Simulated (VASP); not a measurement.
The system is ZrB2.

```
Zr B
1.0
     3.17000    0.00000    0.00000
    -1.58500    2.74530    0.00000
     0.00000    0.00000    3.53300
Zr B
1 2
Direct
  0.00000 0.00000 0.00000
  0.33333 0.66667 0.50000
  0.66667 0.33333 0.50000
```

Base run:

* Program: VASP 6.6.1
* Functional: PBEsol
* Potentials or basis: VASP PAW PBE potentials, release 64 (Zr_sv, B)
* Cutoff: 520 eV
* k mesh: 10 × 10 × 8
* Occupations: fermi-dirac, width 0.05 eV
* Spin: no spin polarisation

Its results: band gap on the k mesh zero (band 9 reaches 10.99 eV, above the bottom of band 10 at 10.18 eV); pressure -3.8 GPa.

**Question.** The run is repeated on the same cell with these changes: functional from PBEsol to BLYP; further incar settings from ALGO = Normal; EDIFF = 1e-06; NBANDS = 16 to ALGO = Normal; EDIFF = 1e-07; NBANDS = 16. What comes out?

**Answer.** Band gap on the k mesh zero (band 9 reaches 11.62 eV, above the bottom of band 10 at 10.80 eV); pressure 7.7 GPa.

Caveats: the PAW data sets were made with another functional, which shifts forces and pressure a little.
